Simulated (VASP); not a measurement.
# RbAl3 (I4/mmm) in VASP: a series of runs

Runs on RbAl3. Level: PBE. Tasks: single point, relaxation of cell and atoms.

Program: VASP 6.6.1. These are calculated values, not measurements. Logs are shortened: lines on timing, memory, paths and dates and some standing lists are left out, and cuts for length are marked.

**1. The cell of the first run**

Symmetry: I4/mmm, No. 139, tetragonal system. Conventional cell: a = 4.263 Å, b = 4.263 Å, c = 9.522 Å, α = 90.00°, β = 90.00°, γ = 90.00°. Within 4.0 Å of Rb (site symmetry 4/mmm) lie 12 Al at 3.01 to 3.20 Å. Within 4.0 Å of Al (site symmetry 4/mmm) lie 4 Rb at 3.01 Å and 8 Al at 3.20 Å. Within 4.0 Å of Al (site symmetry -4m2) lie 8 Al at 3.01 to 3.20 Å and 4 Rb at 3.20 Å.

**2. Single point, PBE**

The input, INCAR:

```
ALGO = Normal
EDIFF = 1E-6
ENCUT = 520
GGA = PE
ISIF = 2
ISMEAR = 0
LASPH = True
LCHARG = True
LELF = True
LREAL = False
LVHAR = True
LWAVE = False
NBANDS = 17
NELM = 80
PREC = Accurate
SIGMA = 0.1
```

The input, KPOINTS:

```
k-points
0
Gamma
  6 6 6
```

The input, POSCAR:

```
RbAl3
1.0
   -2.1313599248      2.1313599248      4.7609598320
    2.1313599248     -2.1313599248      4.7609598320
    2.1313599248      2.1313599248     -4.7609598320
Rb Al
1 3
Direct
    0.0000000000      0.0000000000      0.0000000000
    0.5000000000      0.5000000000      0.0000000000
    0.2500000000      0.7500000000      0.5000000000
    0.7500000000      0.2500000000      0.5000000000
```

Potentials or basis: VASP PAW PBE potentials, release 64 (Rb_sv, Al).

The run is started by

```
cat potpaw_PBE.64/Rb_sv/POTCAR potpaw_PBE.64/Al/POTCAR > POTCAR
mpirun -np 1 vasp_std > vasp.out
```

OUTCAR:

```text
EDIFF = 1E-6
   ENCUT = 520
   GGA = PE
   ISIF = 2
   ISMEAR = 0
   LASPH = True
   LREAL = False
   NELM = 80
   PREC = Accurate

 ion  position               nearest neighbor table
   1  0.000  0.000  0.000-   2 3.01   2 3.01   2 3.01   2 3.01   4 3.20   3 3.20   4 3.20   3 3.20
                             4 3.20   4 3.20   3 3.20   3 3.20
   2  0.500  0.500  0.000-   1 3.01   1 3.01   1 3.01   1 3.01   4 3.20   3 3.20   4 3.20   4 3.20
                             3 3.20   3 3.20   4 3.20   3 3.20
   3  0.250  0.750  0.500-   4 3.01   4 3.01   4 3.01   4 3.01   2 3.20   1 3.20   2 3.20   2 3.20
                             1 3.20   1 3.20   2 3.20   1 3.20
   4  0.750  0.250  0.500-   3 3.01   3 3.01   3 3.01   3 3.01   2 3.20   1 3.20   2 3.20   1 3.20
                             2 3.20   2 3.20   1 3.20   1 3.20

  LATTYP: Found a body centered tetragonal cell.
 ALAT       =     4.2627198496
 C/A-ratio  =     2.2337662338

  Lattice vectors:

 A1 = (  -2.1313599248,   2.1313599248,   4.7609598320)
 A2 = (   2.1313599248,  -2.1313599248,   4.7609598320)
 A3 = (   2.1313599248,   2.1313599248,  -4.7609598320)

Analysis of symmetry for initial positions (statically):
=====================================================================
 Subroutine PRICEL returns:
 Original cell was already a primitive cell.

 Routine SETGRP: Setting up the symmetry group for a
 body centered tetragonal supercell.

 Subroutine GETGRP returns: Found 16 space group operations
 (whereof 16 operations were pure point group operations)
 out of a pool of 16 trial point group operations.

The static configuration has the point symmetry D_4h.

Analysis of symmetry for dynamics (positions and initial velocities):
=====================================================================
 Subroutine PRICEL returns:
 Original cell was already a primitive cell.

 Routine SETGRP: Setting up the symmetry group for a
 body centered tetragonal supercell.

 Subroutine GETGRP returns: Found 16 space group operations
 (whereof 16 operations were pure point group operations)
 out of a pool of 16 trial point group operations.

The dynamic configuration has the point symmetry D_4h.

 Subroutine INISYM returns: Found 16 space group operations
 (whereof 16 operations are pure point group operations),
 and found     1 'primitive' translations

----------------------------------------------------------------------------------------

                                     Primitive cell

[... 92 lines left out ...]
   ENCUT  =  520.0 eV  38.22 Ry    6.18 a.u.  10.48 10.48 10.48*2*pi/ulx,y,z
   NELM   =     80;   NELMIN=  2; NELMDL= -5     # of ELM steps
   EDIFF  = 0.1E-05   stopping-criterion for ELM
   LREAL  =      F    real-space projection
   EDIFFG = 0.1E-04   stopping-criterion for IOM
   NSW    =      0    number of steps for IOM
   IBRION =     -1    ionic relax: 0-MD 1-quasi-New 2-CG
   NFREE  =      0    steps in history (QN), initial steepest desc. (CG)
   ISIF   =      2    stress and relaxation
   ISYM   =      2    0-nonsym 1-usesym 2-fastsym
   POTIM  = 0.5000    time-step for ionic-motion
   TEBEG  =    0.0;   TEEND  =   0.0 temperature during run
   PSTRESS=    0.0 pullay stress
   NELECT =      18.0000    total number of electrons
   NUPDOWN=      -1.0000    fix difference up-down
   EMIN   =  10.00;   EMAX   =-10.00  energy-range for DOS
   EFERMI =   0.00;   METHOD = LEGACY
   ISMEAR =     0;   SIGMA  =   0.10  broadening in eV -4-tet -1-fermi 0-gaus
   EFERMI_NEDOS =   21; number of points for ismear=-14 and -15
   IALGO  =     38    algorithm
   IMIX   =      4    mixing-type and parameters
     AMIX     =   0.40;   BMIX     =  1.00
     AMIX_MAG =   1.60;   BMIX_MAG =  1.00
  volume/ion in A,a.u.               =      21.63       145.95
  Fermi-wavevector in a.u.,A,eV,Ry     =   0.970085  1.833194 12.803956  0.941064
  Thomas-Fermi vector in A             =   2.100191
   LORBIT       =      0    0 simple, 1 ext, 2 COOP (PROOUT), +10 PAW based schemes
   GGA     = PE    functional components
   LHFCALC =     F    Hartree Fock is set to
   AEXX    =    0.0000 exact exchange contribution
   IVDW    =     0    specifies the selected vdW correction
   LEPSILON=     F    determine dielectric tensor
   LRPA    =     F    only Hartree local field effects (RPA)
 non-spin polarized calculation
 Gauss-broadening in eV      SIGMA  =   0.10
  energy-cutoff  :      520.00
  volume of cell :       86.51
 maximum number of plane-waves:      2348
 NGX is ok and might be reduce to    42
   NGX = 21   NGY = 21   NGZ = 21

 number of electron      18.0000000 magnetization

 Free energy of the ion-electron system (eV)
  ---------------------------------------------------
  ext. energy  EPLUGINS =         0.00000000
  ---------------------------------------------------
  free energy    TOTEN  =        -8.80443598 eV

  energy without entropy =       -8.78372647  energy(sigma->0) =       -8.79408122

 E-fermi :   5.1169     XC(G=0):  -9.5451

 val. band max:        5.0879454742   @ k =   0.3333   0.0000  -0.0000
 cond. band min:       5.1319338240   @ k =  -0.1667   0.3333   0.1667
 fundamental gap:      0.0439883498
 Fermi energy:         5.1169123181

 k-point     1 :       0.0000    0.0000    0.0000
  band No.  band energies     occupation
      1     -21.7925      2.00000
      2      -6.3325      2.00000
      3      -6.1182      2.00000
      4      -6.1182      2.00000
      5      -3.0782      2.00000
      6       2.5743      2.00000
[... 457 lines left out ...]
      4      -6.1139      2.00000
      5      -2.1325      2.00000
      6       0.9848      2.00000
[... 9 lines left out ...]
     16      10.5573      0.00000
     17      11.5049      0.00000

 [... further k-points ...]
[... 5 lines left out ...]
  --------------------------------------------------------------------------------------
  -------------------------------------------------------------------------------------
  Total        6.6253614      6.6253614      1.3167702      0.0000000      0.0000000     -0.0000000
  in kB      122.7021164    122.7021164     24.3866685      0.0000000      0.0000000     -0.0000000
  external PRESSURE =      89.9303005 kB  Pullay stress =       0.0000000 kB

 VOLUME and BASIS-vectors are now :
 -----------------------------------------------------------------------------
  energy-cutoff  :      520.00
  volume of cell :       86.51
      direct lattice vectors                 reciprocal lattice vectors
    -2.131359925  2.131359925  4.760959832     0.000000000  0.234592006  0.105020840
     2.131359925 -2.131359925  4.760959832     0.234592006  0.000000000  0.105020840
     2.131359925  2.131359925 -4.760959832     0.234592006  0.234592006  0.000000000

 POSITION                                       TOTAL-FORCE (eV/Angst)
 -----------------------------------------------------------------------------------
      0.00000      0.00000      0.00000        -0.000000     -0.000000      0.000000
      0.00000      0.00000      4.76096        -0.000000     -0.000000      0.000000
      2.13136      0.00000      2.38048        -0.000000      0.000000      0.000000
      0.00000      2.13136      2.38048         0.000000      0.000000     -0.000000
 -----------------------------------------------------------------------------------
    total drift:                               -0.000000     -0.000000     -0.000000

  FREE ENERGIE OF THE ION-ELECTRON SYSTEM (eV)
  ---------------------------------------------------
  free  energy   TOTEN  =        -8.8044359784 eV

  energy  without entropy=       -8.7837264661  energy(sigma->0) =       -8.79408122
```

OSZICAR:

```text
N       E                     dE             d eps       ncg     rms          rms(c)
DAV:   1     0.474249557701E+02    0.47425E+02   -0.71217E+03  1020   0.900E+02
DAV:   2    -0.533388663088E+01   -0.52759E+02   -0.49905E+02  1284   0.136E+02
DAV:   3    -0.878027135502E+01   -0.34464E+01   -0.34165E+01  1438   0.305E+01
DAV:   4    -0.888367443233E+01   -0.10340E+00   -0.10336E+00  1454   0.510E+00
DAV:   5    -0.888492148996E+01   -0.12471E-02   -0.12470E-02  1506   0.549E-01    0.118E+01
DAV:   6    -0.882509113639E+01    0.59830E-01   -0.51310E-02  1296   0.133E+00    0.757E+00
DAV:   7    -0.880689113247E+01    0.18200E-01   -0.95972E-02  1464   0.170E+00    0.342E-01
DAV:   8    -0.880437041035E+01    0.25207E-02   -0.16504E-02  1205   0.805E-01    0.115E-01
DAV:   9    -0.880444424372E+01   -0.73833E-04   -0.10396E-03  1409   0.174E-01    0.666E-02
DAV:  10    -0.880443741820E+01    0.68255E-05   -0.77537E-05  1193   0.551E-02    0.242E-02
DAV:  11    -0.880443628680E+01    0.11314E-05   -0.21007E-05  1256   0.293E-02    0.424E-03
DAV:  12    -0.880443597838E+01    0.30842E-06   -0.14529E-06  1071   0.777E-03
   1 F= -.88044360E+01 E0= -.87940812E+01  d E =-.207095E-01
```

stdout:

```text
POSCAR found type information on POSCAR RbAl
 POSCAR found :  2 types and       4 ions
 scaLAPACK will be used
 LDA part: xc-table for (Slater+PW92), standard interpolation
 POSCAR, INCAR and KPOINTS ok, starting setup
 FFT: planning ... GRIDC
 FFT: planning ... GRID_SOFT
 FFT: planning ... GRID
 WAVECAR not read
 entering main loop
```

Wall time 24 s (1 thread of Intel Xeon 6975P-C (Granite Rapids), shared host); peak memory 0.25 GiB.

Results:

```
Free energy            : -8.8044 eV
Pressure               : 9.0 GPa
Band gap on the k mesh : zero (band 9 reaches 6.62 eV, above the bottom of band 10 at 4.88 eV)
```

Stress tensor (GPa, compression positive):
```
12.27  0.00  0.00
 0.00 12.27  0.00
 0.00  0.00  2.44
```

**3. Relaxation of cell and atoms, PBE**

The input, INCAR:

```
  PREC = Accurate
  ENCUT = 600
  EDIFF = 1E-6
  ISMEAR = 0
  SIGMA = 0.1
  LREAL = F
  LASPH = T
  NELM = 100
  ALGO = Fast
  ISIF = 3
  LWAVE = F
  LCHARG = F
  GGA = PE
  IBRION = 2
  NSW = 90
  EDIFFG = -0.04
```

The input, KPOINTS:

```
regular mesh
0
Gamma
  6 6 6
```

POSCAR is that of step 2.

Potentials or basis: VASP PAW PBE potentials, release 64 (Rb_sv, Al).

The run is started by

```
cat potpaw_PBE.64/Rb_sv/POTCAR potpaw_PBE.64/Al/POTCAR > POTCAR
mpirun -np 1 vasp_std > vasp.out
```

It took 6.8 min on 1 thread of Intel Xeon 6975P-C (Granite Rapids), shared host; peak memory 0.37 GiB.

It converged, with:

```
Free energy                            : -10.0284 eV
Relaxed volume                         : 24.22 Å³/atom
Relaxed cell                           : a = 5.149 Å, b = 5.149 Å, c = 5.149 Å, α = 119.78°, β = 119.78°, γ = 90.39°
Space group after relaxing (to 0.05 Å) : I4/mmm (No. 139)
Energy gained by relaxing              : 306.0 meV/atom
Ionic steps                            : 13
Pressure after relaxing                : -0.2 GPa
Band gap on the k mesh                 : zero (filled and empty bands touch)
```

Step by step:
| step | energy change (eV) | largest force (eV/Å) | pressure (GPa) | volume (Å³) |
| --- | --- | --- | --- | --- |
| 1 | 0.0000 | 0.0000 | 9.00 | 86.51 |
| 2 | -0.6137 | 0.0000 | 0.82 | 102.51 |
| 3 | -0.6344 | 0.0000 | -1.98 | 114.08 |
| 4 | -0.6535 | 0.0000 | -1.15 | 109.72 |
| 5 | -0.6539 | 0.0000 | -1.01 | 109.10 |
| 6 | -0.7460 | 0.0000 | -1.07 | 107.68 |
| 7 | -0.9055 | 0.0000 | -0.94 | 104.76 |
| 8 | -1.1951 | 0.0000 | -0.32 | 97.65 |
| 9 | 0.6061 | 0.0000 | 14.70 | 78.03 |
| 10 | -1.2144 | 0.0000 | -0.03 | 96.45 |
| 11 | -1.2226 | 0.0000 | 0.39 | 94.94 |
| 12 | -1.2221 | 0.0000 | 0.51 | 94.57 |
| 13 | -1.2239 | 0.0000 | -0.23 | 96.88 |

Final structure:
```yaml
crystal:
  lattice:
    - [-2.58341, 2.58341, 3.62896]
    - [2.58341, -2.58341, 3.62896]
    - [2.58341, 2.58341, -3.62896]
  atoms:
    - { symbol: Rb, position: [0.00000, 0.00000, 0.00000] }
    - { symbol: Al, position: [0.50000, 0.50000, 0.00000] }
    - { symbol: Al, position: [0.25000, 0.75000, 0.50000] }
    - { symbol: Al, position: [0.75000, 0.25000, 0.50000] }
```

Levels at points of the mesh, in eV from the Fermi level:
| k point | band 5 | band 6 | band 7 | band 8 | band 9 | band 10 | band 11 | band 12 | band 13 |
| --- | --- | --- | --- | --- | --- | --- | --- | --- | --- |
| (0.00, 0.00, 0.00) | -7.86 | -1.63 | -0.97 | -0.95 | -0.95 | 0.35 | 0.35 | 0.41 | 0.48 |
| (0.50, 0.00, 0.00) | -5.60 | -5.55 | -1.77 | -1.49 | -1.46 | 1.02 | 1.03 | 1.20 | 3.27 |
| (0.50, 0.50, 0.00) | -5.38 | -4.73 | -4.00 | -1.60 | -1.57 | 0.56 | 3.19 | 4.76 | 4.99 |
| (0.50, 0.50, 0.50) | -5.37 | -4.68 | -4.05 | -1.60 | -1.60 | 0.52 | 3.10 | 3.10 | 5.42 |
